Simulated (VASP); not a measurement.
BAs, 2 atoms in the cell. Symmetry: F-43m, No. 216, cubic system. Conventional cell: a = 5.078 Å, b = 5.078 Å, c = 5.078 Å, α = 90.00°, β = 90.00°, γ = 90.00°. Within 2.9 Å of B (site symmetry -43m) lie 4 As at 2.20 Å. As (site symmetry -43m) has 4 B at 2.20 Å within 2.9 Å. 

* Program: VASP 6.6.1
* Task: single point
* Functional: PBE
* Potentials or basis: VASP PAW PBE potentials, release 64 (B, As)
* Cutoff: 520 eV
* k mesh: 4 × 4 × 4
* Occupations: gaussian, width 0.1 eV
* Spin: no spin polarisation
* Dipole correction: no
* Further INCAR settings: ALGO = Normal; EDIFF = 1e-06; NBANDS = 11

Potentials or basis: VASP PAW PBE potentials, release 64 (B, As).

Launch:

```console
$ cat potpaw_PBE.64/B/POTCAR potpaw_PBE.64/As/POTCAR > POTCAR
$ mpirun -np 1 vasp_std > vasp.out
```

Hardware: 1 thread of AMD EPYC 7R13 (shared host).

Task: Estimate the wall time of this run.

Result: It took 6.7 s on 1 thread of AMD EPYC 7R13, on a shared host, peak memory 0.12 GiB. Counts: scf iterations 13, k points 8.
